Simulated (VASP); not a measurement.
# NiO (Fm-3m) in VASP: further runs

The runs below take NiO through single point, with LDA.

Everything below comes from runs of VASP 6.6.1. Logs are shortened: lines on timing, memory, paths and dates and some standing lists are left out, and cuts for length are marked.

## 1. The cell of the first run

Symmetry: Fm-3m, No. 225, cubic system. Conventional cell: a = 4.187 Å, b = 4.187 Å, c = 4.187 Å, α = 90.00°, β = 90.00°, γ = 90.00°. Ni (site symmetry m-3m) has 6 O at 2.09 Å within 2.8 Å. O (site symmetry m-3m) has 6 Ni at 2.09 Å within 2.8 Å.

## 2. Single point, LDA, collinear spin, ferromagnetic start

INCAR reads:

```
SYSTEM = NiO
PREC = Accurate ; ENCUT = 520
EDIFF = 1E-6 ; ISMEAR = 0
SIGMA = 0.05 ; LREAL = .FALSE.
LASPH = .TRUE. ; NELM = 150
ALGO = Normal ; ISIF = 2
LWAVE = .FALSE. ; LCHARG = .FALSE.
ISPIN = 2 ; MAGMOM = 2 0
LORBIT = 11 ; LMAXMIX = 4
GGA = CA ; NBANDS = 19
```

KPOINTS reads:

```
Automatic mesh
0
G
  9 9 9
  0 0 0
```

POSCAR reads:

```
NiO
1.0
    0.0000000000      2.0936000000      2.0936000000
    2.0936000000      0.0000000000      2.0936000000
    2.0936000000      2.0936000000      0.0000000000
Ni O
1 1
Direct
    0.0000000000      0.0000000000      0.0000000000
    0.5000000000      0.5000000000      0.5000000000
```

Potentials or basis: VASP PAW LDA potentials, release 64 (Ni, O).

Run with:

```sh
$ cat potpaw_LDA.64/Ni/POTCAR potpaw_LDA.64/O/POTCAR > POTCAR
$ mpirun -np 1 vasp_std > vasp.out
```

OUTCAR:

```text
SYSTEM = NiO
   PREC = Accurate
   ENCUT = 520
   EDIFF = 1E-6
   ISMEAR = 0
   LREAL = .FALSE.
   LASPH = .TRUE.
   NELM = 150
   ISIF = 2
   ISPIN = 2
   LORBIT = 11
   GGA = CA

 ion  position               nearest neighbor table
   1  0.000  0.000  0.000-   2 2.09   2 2.09   2 2.09   2 2.09   2 2.09   2 2.09
   2  0.500  0.500  0.500-   1 2.09   1 2.09   1 2.09   1 2.09   1 2.09   1 2.09

  LATTYP: Found a face centered cubic cell.
 ALAT       =     4.1872000000

  Lattice vectors:

 A1 = (   0.0000000000,   2.0936000000,   2.0936000000)
 A2 = (   2.0936000000,   0.0000000000,   2.0936000000)
 A3 = (   2.0936000000,   2.0936000000,   0.0000000000)

Analysis of symmetry for initial positions (statically):
=====================================================================
 Subroutine PRICEL returns:
 Original cell was already a primitive cell.

 Routine SETGRP: Setting up the symmetry group for a
 face centered cubic supercell.

 Subroutine GETGRP returns: Found 48 space group operations
 (whereof 48 operations were pure point group operations)
 out of a pool of 48 trial point group operations.

The static configuration has the point symmetry O_h .

Analysis of symmetry for dynamics (positions and initial velocities):
=====================================================================
 Subroutine PRICEL returns:
 Original cell was already a primitive cell.

 Routine SETGRP: Setting up the symmetry group for a
 face centered cubic supercell.

 Subroutine GETGRP returns: Found 48 space group operations
 (whereof 48 operations were pure point group operations)
 out of a pool of 48 trial point group operations.

The dynamic configuration has the point symmetry O_h .

Analysis of structural, dynamic, and magnetic symmetry:
=====================================================================
 Subroutine PRICEL returns:
 Original cell was already a primitive cell.

 Routine SETGRP: Setting up the symmetry group for a
 face centered cubic supercell.

 Subroutine GETGRP returns: Found 48 space group operations
 (whereof 48 operations were pure point group operations)
 out of a pool of 48 trial point group operations.

The overall configuration has the point symmetry O_h .

 Subroutine INISYM returns: Found 48 space group operations
 (whereof 48 operations are pure point group operations),
 and found     1 'primitive' translations

----------------------------------------------------------------------------------------

                                     Primitive cell

  volume of cell :      18.3532

  direct lattice vectors                    reciprocal lattice vectors
[... 108 lines left out ...]
  volume/ion in A,a.u.               =       9.18        61.93
  Fermi-wavevector in a.u.,A,eV,Ry     =   1.563908  2.955357 33.277228  2.445807
  Thomas-Fermi vector in A             =   2.666610
   LORBIT       =     11    0 simple, 1 ext, 2 COOP (PROOUT), +10 PAW based schemes
   GGA     = CA    functional components
   LHFCALC =     F    Hartree Fock is set to
   AEXX    =    0.0000 exact exchange contribution
   IVDW    =     0    specifies the selected vdW correction
   LEPSILON=     F    determine dielectric tensor
   LRPA    =     F    only Hartree local field effects (RPA)
 spin polarized calculation
 Gauss-broadening in eV      SIGMA  =   0.05
  energy-cutoff  :      520.00
  volume of cell :       18.35
 maximum number of plane-waves:       531
 NGX is ok and might be reduce to    24
   NGX = 11   NGY = 11   NGZ = 11

 number of electron      16.0000007 magnetization       0.4122022

 Free energy of the ion-electron system (eV)
  ---------------------------------------------------
  ext. energy  EPLUGINS =         0.00000000
  ---------------------------------------------------
  free energy    TOTEN  =       -13.25462821 eV

  energy without entropy =      -13.25205165  energy(sigma->0) =      -13.25333993

 E-fermi :   7.3593     XC(G=0): -13.1284

 val. band max:        7.3362865203   @ k =  -0.4444   0.2222   0.0000
 cond. band min:       7.3839146391   @ k =   0.2222   0.1111   0.0000
 fundamental gap:      0.0476281188
 Fermi energy:         7.3593306160

 spin component 1

 k-point     1 :       0.0000    0.0000    0.0000
  band No.  band energies     occupation
      1     -12.7235      1.00000
      2       4.2906      1.00000
      3       4.2906      1.00000
      4       4.2907      1.00000
      5       5.4932      1.00000
      6       5.4932      1.00000
[... 517 lines left out ...]
     18      39.9803      0.00000
     19      41.1835      0.00000

 [... further k-points ...]

 spin component 2

 k-point     1 :       0.0000    0.0000    0.0000
  band No.  band energies     occupation
      1     -12.6302      1.00000
      2       4.3990      1.00000
      3       4.3990      1.00000
      4       4.3990      1.00000
      5       5.7173      1.00000
      6       5.7173      1.00000
[... 517 lines left out ...]
     18      40.0189      0.00000
     19      41.2809      0.00000

 [... further k-points ...]
[... 5 lines left out ...]
  --------------------------------------------------------------------------------------
  -------------------------------------------------------------------------------------
  Total       -2.6239896     -2.6239896     -2.6239896      0.0000000      0.0000000      0.0000000
  in kB     -229.0664933   -229.0664933   -229.0664933      0.0000000      0.0000000      0.0000000
  external PRESSURE =    -229.0664933 kB  Pullay stress =       0.0000000 kB

 VOLUME and BASIS-vectors are now :
 -----------------------------------------------------------------------------
  energy-cutoff  :      520.00
  volume of cell :       18.35
      direct lattice vectors                 reciprocal lattice vectors
     0.000000000  2.093600000  2.093600000    -0.238823080  0.238823080  0.238823080
     2.093600000  0.000000000  2.093600000     0.238823080 -0.238823080  0.238823080
     2.093600000  2.093600000  0.000000000     0.238823080  0.238823080 -0.238823080

 POSITION                                       TOTAL-FORCE (eV/Angst)
 -----------------------------------------------------------------------------------
      0.00000      0.00000      0.00000         0.000000      0.000000      0.000000
      2.09360      2.09360      2.09360        -0.000000      0.000000      0.000000
 -----------------------------------------------------------------------------------
    total drift:                                0.000000     -0.000000     -0.000000

  FREE ENERGIE OF THE ION-ELECTRON SYSTEM (eV)
  ---------------------------------------------------
  free  energy   TOTEN  =       -13.2546282137 eV

  energy  without entropy=      -13.2520516521  energy(sigma->0) =      -13.25333993

 total charge

# of ion       s       p       d       tot
------------------------------------------
    1        0.328   0.388   8.349   9.066
    2        1.562   3.331   0.000   4.893
--------------------------------------------------
tot          1.890   3.719   8.349  13.958

 magnetization (x)

# of ion       s       p       d       tot
------------------------------------------
    1        0.003   0.003   0.273   0.280
    2        0.004   0.044   0.000   0.048
--------------------------------------------------
tot          0.008   0.047   0.273   0.328
```

It took 59 s on 1 thread of Intel Xeon 6975P-C (Granite Rapids), shared host; peak memory 0.14 GiB.

Results:

```yaml
Free_energy: -13.2546 eV
Pressure: -22.9 GPa
Net_moment: 0.41 μB per cell
Site_moments: Ni +0.28; O +0.05 μB
Valence_electrons_inside_the_program's_atomic_spheres: Ni 9.07; O 4.89
```

Levels at points of the mesh, in eV from the Fermi level:
Spin up:
```csv
k point,band 6,band 7,band 8,band 9,band 10,band 11
"(0.00, 0.00, 0.00)",-1.87,-1.87,-1.80,-1.80,1.65,17.76
```
Spin down:
```csv
k point,band 4,band 5,band 6,band 7,band 8,band 9,band 10,band 11,band 12,band 13
"(0.00, 0.00, 0.00)",-2.96,-1.64,-1.64,-1.64,-1.35,-1.35,1.73,17.77,19.04,19.04
```

Caveat: a cell with one magnetic atom can't hold antiferromagnetic order, which such compounds often take; semilocal functionals often make such compounds metallic where correlation or magnetic order opens a gap, which also shifts bond lengths. With open d or f shells a metallic result of LDA can be an artefact of self-interaction; +U or a hybrid may open a gap.

## 3. Single point, LDA, collinear spin, ferromagnetic start

INCAR reads:

```
PREC     = Accurate       # precision mode
ENCUT    = 520            # plane-wave cutoff, eV
EDIFF    = 1E-7           # SCF threshold, eV
ISMEAR   = 0              # smearing method
SIGMA    = 0.05           # smearing width, eV
LREAL    = F              # projectors in reciprocal space
LASPH    = T              # aspherical terms in the spheres
NELM     = 150            # most SCF steps
ALGO     = Normal         # electronic algorithm
ISIF     = 2              # what is computed and relaxed
LWAVE    = F              # write WAVECAR
LCHARG   = T              # write CHGCAR
ISPIN    = 2              # spin polarisation
MAGMOM   = 2 0            # initial moments
LORBIT   = 11             # projections on sites
LMAXMIX  = 4              # l up to which the mixer works
LELF     = T              # ELF
LVHAR    = T            
NBANDS   = 19             # bands
```

KPOINTS reads:

```
Automatic mesh
0
Gamma
  9 9 9
```

POSCAR is that of step 2.

Potentials or basis: VASP PAW LDA potentials, release 64 (Ni, O).

Run with:

```sh
$ cat potpaw_LDA.64/Ni/POTCAR potpaw_LDA.64/O/POTCAR > POTCAR
$ mpirun -np 1 vasp_std > vasp.out
```

OUTCAR:

```text
PREC = Accurate
   ENCUT = 520
   EDIFF = 1E-7
   ISMEAR = 0
   LREAL = F
   LASPH = T
   NELM = 150
   ISIF = 2
   ISPIN = 2
   LORBIT = 11

 ion  position               nearest neighbor table
   1  0.000  0.000  0.000-   2 2.09   2 2.09   2 2.09   2 2.09   2 2.09   2 2.09
   2  0.500  0.500  0.500-   1 2.09   1 2.09   1 2.09   1 2.09   1 2.09   1 2.09

  LATTYP: Found a face centered cubic cell.
 ALAT       =     4.1872000000

  Lattice vectors:

 A1 = (   0.0000000000,   2.0936000000,   2.0936000000)
 A2 = (   2.0936000000,   0.0000000000,   2.0936000000)
 A3 = (   2.0936000000,   2.0936000000,   0.0000000000)

Analysis of symmetry for initial positions (statically):
=====================================================================
 Subroutine PRICEL returns:
 Original cell was already a primitive cell.

 Routine SETGRP: Setting up the symmetry group for a
 face centered cubic supercell.

 Subroutine GETGRP returns: Found 48 space group operations
 (whereof 48 operations were pure point group operations)
 out of a pool of 48 trial point group operations.

The static configuration has the point symmetry O_h .

Analysis of symmetry for dynamics (positions and initial velocities):
=====================================================================
 Subroutine PRICEL returns:
 Original cell was already a primitive cell.

 Routine SETGRP: Setting up the symmetry group for a
 face centered cubic supercell.

 Subroutine GETGRP returns: Found 48 space group operations
 (whereof 48 operations were pure point group operations)
 out of a pool of 48 trial point group operations.

The dynamic configuration has the point symmetry O_h .

Analysis of structural, dynamic, and magnetic symmetry:
=====================================================================
 Subroutine PRICEL returns:
 Original cell was already a primitive cell.

 Routine SETGRP: Setting up the symmetry group for a
 face centered cubic supercell.

 Subroutine GETGRP returns: Found 48 space group operations
 (whereof 48 operations were pure point group operations)
 out of a pool of 48 trial point group operations.

The overall configuration has the point symmetry O_h .

 Subroutine INISYM returns: Found 48 space group operations
 (whereof 48 operations are pure point group operations),
 and found     1 'primitive' translations

----------------------------------------------------------------------------------------

                                     Primitive cell

  volume of cell :      18.3532

  direct lattice vectors                    reciprocal lattice vectors
     0.000000000  2.093600000  2.093600000    -0.238823080  0.238823080  0.238823080
     2.093600000  0.000000000  2.093600000     0.238823080 -0.238823080  0.238823080
     2.093600000  2.093600000  0.000000000     0.238823080  0.238823080 -0.238823080

  length of vectors
     2.960797514  2.960797514  2.960797514     0.413653708  0.413653708  0.413653708

  position of ions in fractional coordinates (direct lattice)
     0.000000000  0.000000000  0.000000000
     0.500000000  0.500000000  0.500000000

  ion indices of the primitive-cell ions
   primitive index   ion index
                 1           1
[... 59 lines left out ...]
   dimension x,y,z NGXF=    48 NGYF=   48 NGZF=   48
   ions per type =               1   1
   NGX,Y,Z   is equivalent  to a cutoff of  13.48, 13.48, 13.48 a.u.
   NGXF,Y,Z  is equivalent  to a cutoff of  26.95, 26.95, 26.95 a.u.
 SYSTEM =  unknown system
   PREC   = accura    normal or accurate (medium, high low for compatibility)
   ISTART =      0    job   : 0-new  1-cont  2-samecut
   ICHARG =      2    charge: 1-file 2-atom 10-const
   ISPIN  =      2    spin polarized calculation?
   LNONCOLLINEAR =      F non collinear calculations
   LSORBIT =      F    spin-orbit coupling
   LASPH  =      T    aspherical Exc in radial PAW
   ENCUT  =  520.0 eV  38.22 Ry    6.18 a.u.   5.51  5.51  5.51*2*pi/ulx,y,z
   NELM   =    150;   NELMIN=  2; NELMDL= -5     # of ELM steps
   EDIFF  = 0.1E-06   stopping-criterion for ELM
   LREAL  =      F    real-space projection
   EDIFFG = 0.1E-05   stopping-criterion for IOM
   NSW    =      0    number of steps for IOM
   IBRION =     -1    ionic relax: 0-MD 1-quasi-New 2-CG
   NFREE  =      0    steps in history (QN), initial steepest desc. (CG)
   ISIF   =      2    stress and relaxation
   ISYM   =      2    0-nonsym 1-usesym 2-fastsym
   POTIM  = 0.5000    time-step for ionic-motion
   TEBEG  =    0.0;   TEEND  =   0.0 temperature during run
   PSTRESS=    0.0 pullay stress
   NELECT =      16.0000    total number of electrons
   NUPDOWN=      -1.0000    fix difference up-down
   EMIN   =  10.00;   EMAX   =-10.00  energy-range for DOS
   EFERMI =   0.00;   METHOD = LEGACY
   ISMEAR =     0;   SIGMA  =   0.05  broadening in eV -4-tet -1-fermi 0-gaus
   EFERMI_NEDOS =   21; number of points for ismear=-14 and -15
   IALGO  =     38    algorithm
   IMIX   =      4    mixing-type and parameters
     AMIX     =   0.40;   BMIX     =  1.00
     AMIX_MAG =   1.60;   BMIX_MAG =  1.00
  volume/ion in A,a.u.               =       9.18        61.93
  Fermi-wavevector in a.u.,A,eV,Ry     =   1.563908  2.955357 33.277228  2.445807
  Thomas-Fermi vector in A             =   2.666610
   LORBIT       =     11    0 simple, 1 ext, 2 COOP (PROOUT), +10 PAW based schemes
   GGA     = CA    functional components
   LHFCALC =     F    Hartree Fock is set to
   AEXX    =    0.0000 exact exchange contribution
   IVDW    =     0    specifies the selected vdW correction
   LEPSILON=     F    determine dielectric tensor
   LRPA    =     F    only Hartree local field effects (RPA)
 spin polarized calculation
 Gauss-broadening in eV      SIGMA  =   0.05
  energy-cutoff  :      520.00
  volume of cell :       18.35
 maximum number of plane-waves:       531
 NGX is ok and might be reduce to    24
   NGX = 11   NGY = 11   NGZ = 11

 number of electron      16.0000007 magnetization       0.6390152

 Free energy of the ion-electron system (eV)
  ---------------------------------------------------
  ext. energy  EPLUGINS =         0.00000000
  ---------------------------------------------------
  free energy    TOTEN  =       -13.24816256 eV

  energy without entropy =      -13.24415173  energy(sigma->0) =      -13.24615714

 E-fermi :   7.3348     XC(G=0): -13.1283

 val. band max:        7.3279613715   @ k =  -0.3333   0.3333   0.1111
 cond. band min:       7.3423544806   @ k =   0.3333   0.3333   0.0000
 fundamental gap:      0.0143931091
 Fermi energy:         7.3348164726

 spin component 1

 k-point     1 :       0.0000    0.0000    0.0000
  band No.  band energies     occupation
      1     -12.7211      1.00000
      2       4.2952      1.00000
      3       4.2952      1.00000
      4       4.2952      1.00000
      5       5.3976      1.00000
      6       5.3976      1.00000
[... 517 lines left out ...]
     18      39.9787      0.00000
     19      41.1590      0.00000

 [... further k-points ...]

 spin component 2

 k-point     1 :       0.0000    0.0000    0.0000
  band No.  band energies     occupation
      1     -12.5806      1.00000
      2       4.4580      1.00000
      3       4.4580      1.00000
      4       4.4580      1.00000
      5       5.7509      1.00000
      6       5.7510      1.00000
[... 517 lines left out ...]
     18      40.0364      0.00000
     19      41.3077      0.00000

 [... further k-points ...]
[... 5 lines left out ...]
  --------------------------------------------------------------------------------------
  -------------------------------------------------------------------------------------
  Total       -2.3584555     -2.3584555     -2.3584555     -0.0000000     -0.0000000      0.0000000
  in kB     -205.8861555   -205.8861555   -205.8861555     -0.0000000     -0.0000000      0.0000000
  external PRESSURE =    -205.8861555 kB  Pullay stress =       0.0000000 kB

 VOLUME and BASIS-vectors are now :
 -----------------------------------------------------------------------------
  energy-cutoff  :      520.00
  volume of cell :       18.35
      direct lattice vectors                 reciprocal lattice vectors
     0.000000000  2.093600000  2.093600000    -0.238823080  0.238823080  0.238823080
     2.093600000  0.000000000  2.093600000     0.238823080 -0.238823080  0.238823080
     2.093600000  2.093600000  0.000000000     0.238823080  0.238823080 -0.238823080

 POSITION                                       TOTAL-FORCE (eV/Angst)
 -----------------------------------------------------------------------------------
      0.00000      0.00000      0.00000         0.000000     -0.000000      0.000000
      2.09360      2.09360      2.09360         0.000000      0.000000      0.000000
 -----------------------------------------------------------------------------------
    total drift:                                0.000000     -0.000000     -0.000000

  FREE ENERGIE OF THE ION-ELECTRON SYSTEM (eV)
  ---------------------------------------------------
  free  energy   TOTEN  =       -13.2481625557 eV

  energy  without entropy=      -13.2441517288  energy(sigma->0) =      -13.24615714

 total charge

# of ion       s       p       d       tot
------------------------------------------
    1        0.328   0.390   8.344   9.062
    2        1.560   3.335   0.000   4.894
--------------------------------------------------
tot          1.888   3.725   8.344  13.956

 magnetization (x)

# of ion       s       p       d       tot
------------------------------------------
    1        0.005   0.008   0.515   0.528
    2        0.011   0.074   0.000   0.085
--------------------------------------------------
tot          0.017   0.082   0.515   0.613
```

Wall time 28 s (1 thread of Intel Xeon 6975P-C (Granite Rapids), shared host); peak memory 0.15 GiB.

Results:

```
Free energy                                           : -13.2482 eV
Pressure                                              : -20.6 GPa
Net moment                                            : 0.64 μB per cell
Site moments                                          : Ni +0.53; O +0.09 μB
Valence electrons inside the program's atomic spheres : Ni 9.06; O 4.89
```

Levels at points of the mesh, in eV from the Fermi level:
Spin up:
```tsv
k point	band 7	band 8	band 9	band 10	band 11	band 12
(0.00, 0.00, 0.00)	-1.94	-1.93	-1.93	1.66	17.79	18.97
```
Spin down:
```
           k point  band 4  band 5  band 6  band 7  band 8  band 9  band 10  band 11  band 12  band 13
(0.00, 0.00, 0.00)   -2.88   -1.58   -1.58   -1.58   -1.23   -1.23     1.78    17.80    19.08    19.08
```

Caveat: a cell with one magnetic atom can't hold antiferromagnetic order, which such compounds often take; semilocal functionals often make such compounds metallic where correlation or magnetic order opens a gap, which also shifts bond lengths. With open d or f shells a metallic result of LDA can be an artefact of self-interaction; +U or a hybrid may open a gap.
